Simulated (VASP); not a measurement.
A run of VASP 6.6.1 is set up as follows.

INCAR

```
  PREC = Accurate
  ENCUT = 600
  EDIFF = 1E-6
  ISMEAR = 0
  SIGMA = 0.05
  LREAL = F
  LASPH = T
  NELM = 120
  ALGO = Normal
  ISIF = 2
  LWAVE = F
  LCHARG = T
  GGA = PE
  IVDW = 12
  LELF = T
  LVHAR = T
  NBANDS = 11
  GGA_COMPAT = F
```

File KPOINTS:

```
regular mesh
0
Gamma
  12 12 12
```

File POSCAR:

```
BN
1.0
    1.2027024292      0.6943805712      3.2955578494
   -1.2027024292      0.6943805712      3.2955578494
    0.0000000000     -1.3887611425      3.2955578494
B N
1 1
Direct
    0.9972066979      0.9972066979      0.9972066979
    0.3346583883      0.3346583883      0.3346583883
```

Potentials or basis: VASP PAW PBE potentials, release 64 (B, N).

The run is started by

```sh
$ cat potpaw_PBE.64/B/POTCAR potpaw_PBE.64/N/POTCAR > POTCAR
$ mpirun -np 1 vasp_std > vasp.out
```

Task: Predict the band gap on the k mesh.

Result: 4.37 eV (least direct gap 4.97 eV).

Task: Predict the largest force.

Result: 0.494 eV/Å.

Stress tensor (GPa, compression positive):
```
53.61  0.00  0.00
 0.00 53.61  0.00
 0.00  0.00 -0.68
```

Caveat: the cell differs from its parent crystal (atoms displaced along a vibrational mode, the cell strained); the stress differs along the axes, from -1 to 54 GPa. A k mesh can miss the band edges.
